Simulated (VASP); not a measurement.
Input of a VASP 6.6.1 run:

File INCAR:

```
SYSTEM = Ta
PREC = Accurate
ENCUT = 520
EDIFF = 1E-7
ISMEAR = 0
SIGMA = 0.05
LREAL = .FALSE.
LASPH = .TRUE.
NELM = 60
ALGO = Normal
ISIF = 2
LWAVE = .FALSE.
LCHARG = .TRUE.
GGA = PE
LELF = .TRUE.
LVHAR = .TRUE.
NBANDS = 12
```

The input KPOINTS:

```
Automatic mesh
0
G
  10 10 10
  0 0 0
```

Contents of POSCAR:

```
Ta
1.0
    1.6637516083      1.6637516083      1.6637516083
   -1.6637516083      1.6637516083      1.6637516083
   -1.6637516083     -1.6637516083      1.6637516083
Ta
1
Direct
    0.0000000000      0.0000000000      0.0000000000
```

Potentials or basis: VASP PAW PBE potentials, release 64 (Ta_pv).

The run is started by

```console
$ cat potpaw_PBE.64/Ta_pv/POTCAR > POTCAR
$ mpirun -np 1 vasp_std > vasp.out
```

Question: Estimate the pressure.

Answer: 0.1 GPa.
